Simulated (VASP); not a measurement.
Crystal: Pd.

```
Pd
1.0
     3.13740    0.00000    0.00000
     0.00000    3.13740    0.00000
     0.00000    0.00000    3.13740
Pd
2
Cartesian
  0.0000 0.0000 0.0000
  1.5687 1.5687 1.5687
```

This isn't the form of Pd at room conditions, which is fcc.

Base run:

```yaml
Program: VASP 6.6.1
Functional: PBE
Potentials_or_basis: VASP PAW PBE potentials, release 64 (Pd)
Cutoff: 500 eV
k_mesh: 16 × 16 × 16
Occupations: fermi-dirac, width 0.05 eV
Spin: collinear spin
Starting_moments: "[0.5, -0.5] μB"
```

Its results: band gap on the k mesh zero (filled and empty bands overlap); pressure -0.2 GPa; net moment 0.00 μB per cell.

Problem. The run is repeated on the same cell with these changes: k mesh from 16 × 16 × 16 to 5 × 5 × 5; occupations from fermi-dirac, width 0.05 eV to fermi-dirac, width 0.1 eV. What comes out?

Solution. Band gap on the k mesh zero (filled and empty bands overlap); pressure 0.5 GPa; net moment 0.00 μB per cell.

Caveats: some runs use coarse meshes.
